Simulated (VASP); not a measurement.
Set up this calculation in VASP 6.6.1, as the native input.

```
Task                   : single point
Functional             : r2SCAN
Potentials or basis    : VASP PAW PBE potentials, release 64 (Cd, Br)
Cutoff                 : 520 eV
k mesh                 : 4 × 4 × 4, shifted
Occupations            : fermi-dirac, width 0.1 eV
Spin                   : no spin polarisation
Dipole correction      : no
Further INCAR settings : ALGO = Normal; EDIFF = 1e-06; NBANDS = 30
```

The system is Cd3Br.

```xyz
4
Lattice="4.4823 0.0108 0.0082 0.0108 4.4943 0.0093 0.0082 0.0093 4.4960" Properties=species:S:1:pos:R:3 pbc="T T T"
Cd    4.4459    2.2262    2.2593
Cd    2.2656    4.4653    2.2570
Cd    2.2722    2.2639    4.4325
Br    0.0410    0.0169    4.4685
```

One way to write it, as run:

POSCAR

```
Cd3Br
1.0
    4.4822754700      0.0107949100      0.0081801300
    0.0107949100      4.4942734100      0.0092571000
    0.0081801300      0.0092571000      4.4960421400
Cd Br
3 1
Direct
    0.9897780000      0.4919290000      0.4997030000
    0.5021600000      0.9913140000      0.4990410000
    0.5039270000      0.5004820000      0.9839260000
    0.0073330000      0.0017060000      0.9938560000
```

INCAR.step1

```
PREC     = Accurate       # precision mode
ENCUT    = 520            # plane-wave cutoff, eV
ISMEAR   = -1             # smearing method
SIGMA    = 0.1            # smearing width, eV
LREAL    = F              # projectors in reciprocal space
LASPH    = T              # aspherical terms in the spheres
NELM     = 100            # most SCF steps
NBANDS   = 30             # bands
GGA      = PE             # functional
ALGO     = Normal         # electronic algorithm
EDIFF    = 1E-4           # SCF threshold, eV
LWAVE    = T              # write WAVECAR
LCHARG   = F              # write CHGCAR
```

INCAR.step2

```
PREC     = Accurate       # precision mode
ENCUT    = 520            # plane-wave cutoff, eV
EDIFF    = 1E-6           # SCF threshold, eV
ISMEAR   = -1             # smearing method
SIGMA    = 0.1            # smearing width, eV
LREAL    = F              # projectors in reciprocal space
LASPH    = T              # aspherical terms in the spheres
NELM     = 100            # most SCF steps
ALGO     = Normal         # electronic algorithm
ISIF     = 2              # what is computed and relaxed
LWAVE    = F              # write WAVECAR
LCHARG   = F              # write CHGCAR
METAGGA  = R2SCAN         # meta-GGA
LMIXTAU  = T            
NBANDS   = 30             # bands
ISTART   = 1
```

KPOINTS

```
Automatic mesh
0
Gamma
  4 4 4
  0 0 0.5
```

Potentials or basis: VASP PAW PBE potentials, release 64 (Cd, Br).

The run is started by

```console
$ cat potpaw_PBE.64/Cd/POTCAR potpaw_PBE.64/Br/POTCAR > POTCAR
$ cp INCAR.step1 INCAR
$ mpirun -np 1 vasp_std > vasp.out
$ cp INCAR.step2 INCAR
$ mpirun -np 1 vasp_std > vasp.out
```

Results of the run:

* Pressure: 6.7 GPa
* Largest force: 0.166 eV/Å
* Band gap on the k mesh: zero (an odd number of electrons rules out a gap without spin polarisation)

Caveat: the cell stands under pressure; the PAW data sets were made with another functional, which shifts forces and pressure a little; an odd number of electrons without spin polarisation forces a metal; a magnetic or distorted state may lie lower.

It took 3.2 min on 1 thread of AMD EPYC 9R45 (Zen 5), on a shared host, peak memory 0.22 GiB.
